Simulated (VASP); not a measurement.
Set up this calculation in VASP 6.6.1, as the native input.

| Quantity | Value |
| --- | --- |
| Task | single point |
| Functional | PBEsol |
| Potentials or basis | VASP PAW PBE potentials, release 64 (Mo_sv, S) |
| Cutoff | 500 eV |
| k mesh | 8 × 8 × 2 |
| Occupations | gaussian, width 0.05 eV |
| Spin | collinear spin, ferromagnetic start |
| Starting moments | [0.05, 0.05, 0.0, 0.0, 0.0, 0.0] μB |
| Dipole correction | no |
| Further INCAR settings | ALGO = Normal; EDIFF = 1e-06; NBANDS = 39 |

The structure of MoS2 lies in POSCAR:

```
MoS2
1.0
    3.1459548001      0.0000000000      0.0000000000
   -1.5729774001      2.7244767760      0.0000000000
    0.0000000000      0.0000000000     13.0969285568
Mo S
2 4
Direct
    0.3333333333      0.6666666667      0.2500000000
    0.6666666667      0.3333333333      0.7500000000
    0.3333333333      0.6666666667      0.6310292992
    0.6666666667      0.3333333333      0.1310292992
    0.3333333333      0.6666666667      0.8689707008
    0.6666666667      0.3333333333      0.3689707008
```

This cell differs from its parent crystal: volume scaled by 1.04.

The input as run:

INCAR

```
PREC = Accurate
ENCUT = 500
EDIFF = 1E-6
ISMEAR = 0
SIGMA = 0.05
LREAL = F
LASPH = T
NELM = 200
ALGO = Normal
ISIF = 2
LWAVE = F
LCHARG = F
ISPIN = 2
MAGMOM = 0.05 0.05 0 0 0 0
LORBIT = 11
LMAXMIX = 4
GGA = PS
NBANDS = 39
GGA_COMPAT = F
```

KPOINTS

```
Automatic mesh
0
Gamma
  8 8 2
```

Potentials or basis: VASP PAW PBE potentials, release 64 (Mo_sv, S).

Command:

```console
$ cat potpaw_PBE.64/Mo_sv/POTCAR potpaw_PBE.64/S/POTCAR > POTCAR
$ mpirun -np 1 vasp_std > vasp.out
```

It gave:

The pressure is -0.5 GPa and the band gap on the k mesh is 1.30 eV, indirect (least direct gap 2.05 eV). The net moment is 0.00 μB per cell and the valence electrons inside the program's atomic spheres are Mo 12.52; S 3.68.

Caveat: the PAW data sets were made with another functional, which shifts forces and pressure a little; this functional lacks dispersion, which binds the layers, so the pressure and a relaxed spacing across them are unreliable.

Wall time 99 s on 1 thread of Intel(R) Xeon(R) Platinum 8559C (Emerald Rapids) (shared host), peak memory 0.32 GiB.
